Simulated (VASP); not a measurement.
# SnO (P1) in VASP: further runs

SnO is run at these levels: PBE; tasks: single point.

Program: VASP 6.6.1. These are calculated values, not measurements. Logs are shortened: lines on timing, memory, paths and dates and some standing lists are left out, and cuts for length are marked.

## Step 1: The cell of the first run

The typed cell holds 8 atoms: a = 3.884 Å, b = 3.870 Å, c = 10.271 Å, α = 91.12°, β = 90.86°, γ = 89.31°.

## Step 2: Single point, PBE

INCAR reads:

```
SYSTEM = SnO
ALGO = Normal
EDIFF = 1E-6
ENCUT = 520
GGA = PE
ISIF = 2
ISMEAR = 0
LASPH = .True.
LCHARG = .False.
LREAL = .False.
LWAVE = .False.
NBANDS = 50
NELM = 100
PREC = Accurate
SIGMA = 0.02
```

KPOINTS reads:

```
k-points
0
Gamma
  4 4 2
  0 0 0
```

POSCAR reads:

```
SnO
1.0
    2.7626985156     -2.7298174925     -0.0291122843
    2.7525849748      2.7197072172     -0.0377131518
   -0.1247915414     -0.0160562955     10.2705592600
Sn O
4 4
Direct
    0.7355854614      0.2633795672      0.8633106553
    0.2739015173      0.7440484090      0.1349487425
    0.7572459698      0.2368651919      0.3670846305
    0.2410313243      0.7817785168      0.6349171530
    0.2718761633      0.2465292227      0.2467669246
    0.7431773681      0.7823784534      0.7491064042
    0.2215019945      0.2758207736      0.7494336474
    0.7780204891      0.7599118483      0.2534839953
```

Potentials or basis: VASP PAW PBE potentials, release 64 (Sn_d, O).

Run with:

```
cat potpaw_PBE.64/Sn_d/POTCAR potpaw_PBE.64/O/POTCAR > POTCAR
mpirun -np 1 vasp_std > vasp.out
```

OUTCAR:

```text
SYSTEM = SnO
   EDIFF = 1E-6
   ENCUT = 520
   GGA = PE
   ISIF = 2
   ISMEAR = 0
   LASPH = .True.
   LREAL = .False.
   NELM = 100
   PREC = Accurate

 ion  position               nearest neighbor table
   1  0.736  0.263  0.863-   6 2.18   7 2.24   7 2.30   6 2.35   4 3.53   4 3.57   4 3.63   4 3.71

   2  0.274  0.744  0.135-   5 2.24   5 2.26   8 2.29   8 2.29   3 3.55   3 3.61   3 3.64   3 3.74

   3  0.757  0.237  0.367-   8 2.17   5 2.24   8 2.36   5 2.37   2 3.55   2 3.61   2 3.64   2 3.74

   4  0.241  0.782  0.635-   7 2.23   6 2.26   6 2.28   7 2.31   1 3.53   1 3.57   1 3.63   1 3.71

   5  0.272  0.247  0.247-   3 2.24   2 2.24   2 2.26   3 2.37
   6  0.743  0.782  0.749-   1 2.18   4 2.26   4 2.28   1 2.35
   7  0.222  0.276  0.749-   4 2.23   1 2.24   1 2.30   4 2.31
   8  0.778  0.760  0.253-   3 2.17   2 2.29   2 2.29   3 2.36

  LATTYP: Found a triclinic cell.
 ALAT       =     3.8697485283
 B/A-ratio  =     1.4082416058
 C/A-ratio  =     2.6542628910
 COS(alpha) =     0.0031188179
 COS(beta)  =     0.0194855931
 COS(gamma) =     0.7015056038

  Lattice vectors:

 A1 = (  -2.7525849748,  -2.7197072172,   0.0377131518)
 A2 = (   0.0101135408,  -5.4495247097,   0.0086008675)
 A3 = (  -0.1247915414,  -0.0160562955,  10.2705592600)

Analysis of symmetry for initial positions (statically):
=====================================================================
 Subroutine PRICEL returns:
 Original cell was already a primitive cell.

 Routine SETGRP: Setting up the symmetry group for a
 triclinic supercell.

 Subroutine GETGRP returns: Found  1 space group operations
 (whereof  1 operations were pure point group operations)
 out of a pool of  2 trial point group operations.

The static configuration has the point symmetry C_1 .

Analysis of symmetry for dynamics (positions and initial velocities):
=====================================================================
 Subroutine PRICEL returns:
 Original cell was already a primitive cell.

 Routine SETGRP: Setting up the symmetry group for a
 triclinic supercell.

 Subroutine GETGRP returns: Found  1 space group operations
 (whereof  1 operations were pure point group operations)
 out of a pool of  2 trial point group operations.

The dynamic configuration has the point symmetry C_1 .

 Subroutine INISYM returns: Found  1 space group operations
 (whereof  1 operations are pure point group operations),
 and found     1 'primitive' translations

----------------------------------------------------------------------------------------

                                     Primitive cell

  volume of cell :     154.3206

  direct lattice vectors                    reciprocal lattice vectors
     2.762698516 -2.729817493 -0.029112284     0.181001756 -0.183163309  0.001912901
     2.752584975  2.719707217 -0.037713152     0.181681582  0.183843354  0.002494915
    -0.124791541 -0.016056296 10.270559260     0.001180185  0.000155883  0.097380265

  length of vectors
     3.883974016  3.869748528 10.271329916     0.257515228  0.258481722  0.097387541

  position of ions in fractional coordinates (direct lattice)
     0.735585461  0.263379567  0.863310655
     0.273901517  0.744048409  0.134948743
     0.757245970  0.236865192  0.367084631
     0.241031324  0.781778517  0.634917153
     0.271876163  0.246529223  0.246766925
     0.743177368  0.782378453  0.749106404
     0.221501995  0.275820774  0.749433647
     0.778020489  0.759911848  0.253483995

  ion indices of the primitive-cell ions
   primitive index   ion index
                 1           1
                 2           2
                 3           3
                 4           4
                 5           5
                 6           6
                 7           7
                 8           8

----------------------------------------------------------------------------------------

 KPOINTS: k-points

Automatic generation of k-mesh.
 Grid dimensions read from file:
 generate k-points for:    4    4    2

 Generating k-lattice:

  Cartesian coordinates                     Fractional coordinates (reciprocal lattice)
     0.045250439 -0.045790827  0.000478225     0.250000000  0.000000000  0.000000000
     0.045420396  0.045960839  0.000623729    -0.000000000  0.250000000 -0.000000000
     0.000590092  0.000077942  0.048690132     0.000000000  0.000000000  0.500000000

  Length of vectors
     0.064378807  0.064620431  0.048693770

  Shift w.r.t. Gamma in fractional coordinates (k-lattice)
     0.000000000  0.000000000  0.000000000

 Subroutine IBZKPT returns following result:
 ===========================================

 Found     20 irreducible k-points:

 Following reciprocal coordinates:
            Coordinates               Weight
  0.000000  0.000000  0.000000      1.000000
  0.250000  0.000000  0.000000      2.000000
  0.500000  0.000000  0.000000      1.000000
 -0.000000  0.250000 -0.000000      2.000000
  0.250000  0.250000  0.000000      2.000000
  0.500000  0.250000  0.000000      2.000000
[... 12 lines left out ...]
  0.250000  0.500000  0.500000      2.000000
  0.500000  0.500000  0.500000      1.000000
   k-points           NKPTS =     20   k-points in BZ     NKDIM =     20   number of bands    NBANDS=     50
   number of dos      NEDOS =    301   number of ions     NIONS =      8
   total plane-waves  NPLWV =  72000
   dimension x,y,z NGX =    30 NGY =   30 NGZ =   80
   dimension x,y,z NGXF=    60 NGYF=   60 NGZF=  160
   ions per type =               4   4
   NGX,Y,Z   is equivalent  to a cutoff of  12.84, 12.89, 12.95 a.u.
   NGXF,Y,Z  is equivalent  to a cutoff of  25.68, 25.78, 25.90 a.u.
 SYSTEM =  SnO
   PREC   = accura    normal or accurate (medium, high low for compatibility)
   ISTART =      0    job   : 0-new  1-cont  2-samecut
   ICHARG =      2    charge: 1-file 2-atom 10-const
   ISPIN  =      1    spin polarized calculation?
   LNONCOLLINEAR =      F non collinear calculations
   LSORBIT =      F    spin-orbit coupling
   LASPH  =      T    aspherical Exc in radial PAW
   ENCUT  =  520.0 eV  38.22 Ry    6.18 a.u.   7.22  7.20 19.10*2*pi/ulx,y,z
   NELM   =    100;   NELMIN=  2; NELMDL= -5     # of ELM steps
   EDIFF  = 0.1E-05   stopping-criterion for ELM
   LREAL  =      F    real-space projection
   EDIFFG = 0.1E-04   stopping-criterion for IOM
   NSW    =      0    number of steps for IOM
   IBRION =     -1    ionic relax: 0-MD 1-quasi-New 2-CG
   NFREE  =      0    steps in history (QN), initial steepest desc. (CG)
   ISIF   =      2    stress and relaxation
   ISYM   =      2    0-nonsym 1-usesym 2-fastsym
   POTIM  = 0.5000    time-step for ionic-motion
   TEBEG  =    0.0;   TEEND  =   0.0 temperature during run
   PSTRESS=    0.0 pullay stress
   NELECT =      80.0000    total number of electrons
   NUPDOWN=      -1.0000    fix difference up-down
   EMIN   =  10.00;   EMAX   =-10.00  energy-range for DOS
   EFERMI =   0.00;   METHOD = LEGACY
   ISMEAR =     0;   SIGMA  =   0.02  broadening in eV -4-tet -1-fermi 0-gaus
   EFERMI_NEDOS =   21; number of points for ismear=-14 and -15
   IALGO  =     38    algorithm
   IMIX   =      4    mixing-type and parameters
     AMIX     =   0.40;   BMIX     =  1.00
     AMIX_MAG =   1.60;   BMIX_MAG =  1.00
  volume/ion in A,a.u.               =      19.29       130.18
  Fermi-wavevector in a.u.,A,eV,Ry     =   1.315114  2.485206 23.531622  1.729525
  Thomas-Fermi vector in A             =   2.445320
   LORBIT       =      0    0 simple, 1 ext, 2 COOP (PROOUT), +10 PAW based schemes
   GGA     = PE    functional components
   LHFCALC =     F    Hartree Fock is set to
   AEXX    =    0.0000 exact exchange contribution
   IVDW    =     0    specifies the selected vdW correction
   LEPSILON=     F    determine dielectric tensor
   LRPA    =     F    only Hartree local field effects (RPA)
 non-spin polarized calculation
 Gauss-broadening in eV      SIGMA  =   0.02
  energy-cutoff  :      520.00
  volume of cell :      154.32
 maximum number of plane-waves:      4174
 NGX is ok and might be reduce to    30
   NGX = 15   NGY = 15   NGZ = 39

 number of electron      80.0000001 magnetization

 Free energy of the ion-electron system (eV)
  ---------------------------------------------------
  ext. energy  EPLUGINS =         0.00000000
  ---------------------------------------------------
  free energy    TOTEN  =       -45.31682048 eV

  energy without entropy =      -45.31682048  energy(sigma->0) =      -45.31682048

 E-fermi :   6.0251     XC(G=0):  -9.7341

 val. band max:        5.9275166871   @ k =   0.0000   0.0000   0.0000
 cond. band min:       6.3849913833   @ k =   0.5000   0.5000   0.0000
 fundamental gap:      0.4574746962
 Fermi energy:         6.0250752592

 k-point     1 :       0.0000    0.0000    0.0000
  band No.  band energies     occupation
      1     -15.7879      2.00000
      2     -15.7346      2.00000
      3     -15.4616      2.00000
      4     -15.4506      2.00000
      5     -15.4403      2.00000
      6     -15.4334      2.00000
[... 42 lines left out ...]
     49      11.2926      0.00000
     50      11.4661      0.00000

 k-point     2 :       0.2500    0.0000    0.0000
  band No.  band energies     occupation
      1     -15.7621      2.00000
      2     -15.7127      2.00000
      3     -15.5245      2.00000
      4     -15.4968      2.00000
      5     -15.4480      2.00000
      6     -15.4339      2.00000
[... 42 lines left out ...]
     49      11.5191      0.00000
     50      11.8237      0.00000

 k-point     3 :       0.5000    0.0000    0.0000
  band No.  band energies     occupation
      1     -15.6974      2.00000
      2     -15.6644      2.00000
      3     -15.6563      2.00000
      4     -15.6209      2.00000
      5     -15.4489      2.00000
      6     -15.4395      2.00000
[... 42 lines left out ...]
     49      11.9093      0.00000
     50      11.9937      0.00000

 k-point     4 :      -0.0000    0.2500   -0.0000
  band No.  band energies     occupation
      1     -15.7626      2.00000
      2     -15.7079      2.00000
      3     -15.5250      2.00000
      4     -15.4827      2.00000
      5     -15.4466      2.00000
      6     -15.4307      2.00000
[... 787 lines left out ...]
 k-point    19 :       0.2500    0.5000    0.5000
  band No.  band energies     occupation
      1     -15.7143      2.00000
      2     -15.6865      2.00000
      3     -15.6597      2.00000
      4     -15.6397      2.00000
      5     -15.4465      2.00000
      6     -15.4342      2.00000
[... 42 lines left out ...]
     49      12.1737      0.00000
     50      12.3072      0.00000

 k-point    20 :       0.5000    0.5000    0.5000
  band No.  band energies     occupation
      1     -15.7301      2.00000
      2     -15.7189      2.00000
      3     -15.6807      2.00000
      4     -15.6695      2.00000
      5     -15.4472      2.00000
      6     -15.4241      2.00000
[... 42 lines left out ...]
     49      11.1928      0.00000
     50      11.3434      0.00000

------------------------ aborting loop because EDIFF is reached ----------------------------------------

  FORCE on cell =-STRESS in cart. coord.  units (eV):
  Direction    XX          YY          ZZ          XY          YZ          ZX
  --------------------------------------------------------------------------------------
  -------------------------------------------------------------------------------------
  Total       -1.5146431      0.0185259     -1.4266374      0.6161877      0.5689687      1.4510732
  in kB      -15.7252246      0.1923382    -14.8115376      6.3973420      5.9071077     15.0652332
  external PRESSURE =     -10.1148080 kB  Pullay stress =       0.0000000 kB

 VOLUME and BASIS-vectors are now :
 -----------------------------------------------------------------------------
  energy-cutoff  :      520.00
  volume of cell :      154.32
      direct lattice vectors                 reciprocal lattice vectors
     2.762698516 -2.729817493 -0.029112284     0.181001756 -0.183163309  0.001912901
     2.752584975  2.719707217 -0.037713152     0.181681582  0.183843354  0.002494915
    -0.124791541 -0.016056296 10.270559260     0.001180185  0.000155883  0.097380265

 POSITION                                       TOTAL-FORCE (eV/Angst)
 -----------------------------------------------------------------------------------
      2.64944     -1.30556      8.83534         0.268397      0.211430     -0.079732
      2.78792      1.27373      1.34996        -0.102763      0.072562      0.388983
      2.69822     -1.42883      3.73919         0.412495      0.122955     -0.455952
      2.73858      1.45804      6.48445        -0.233498     -0.067344      0.215795
      1.39891     -0.07565      2.51722         0.144236      0.152847      0.270444
      4.11326      0.08707      7.64260        -0.434146     -0.010582     -0.110344
      1.27764      0.13346      7.68025         0.412659     -0.255858     -0.021509
      4.20953     -0.06119      2.55211        -0.467380     -0.226010     -0.207684
 -----------------------------------------------------------------------------------
    total drift:                                0.000363     -0.000247      0.000455

  FREE ENERGIE OF THE ION-ELECTRON SYSTEM (eV)
  ---------------------------------------------------
  free  energy   TOTEN  =       -45.3168204753 eV

  energy  without entropy=      -45.3168204753  energy(sigma->0) =      -45.31682048
```

Wall time 4.7 min (1 thread of Intel Xeon 8259CL, shared host); peak memory 0.32 GiB.

Results:

* Free energy: -45.3168 eV
* Pressure: -1.0 GPa
* Largest force: 0.627 eV/Å
* Band gap on the k mesh: 0.46 eV, indirect (least direct gap 1.80 eV)

Forces in eV/Å, atoms in the order of the input:
```
Sn   0.268  0.211 -0.080
Sn  -0.103  0.073  0.389
Sn   0.412  0.123 -0.456
Sn  -0.233 -0.067  0.216
O    0.144  0.153  0.270
O   -0.434 -0.011 -0.110
O    0.413 -0.256 -0.022
O   -0.467 -0.226 -0.208
```

Stress tensor (GPa, compression positive):
```
-1.57  0.64  1.51
 0.64  0.02  0.59
 1.51  0.59 -1.48
```

Caveat: spin-orbit coupling is left out, which moves the levels of the heavy elements. A k mesh can miss the band edges.

(Continued in part 2 of 2.)
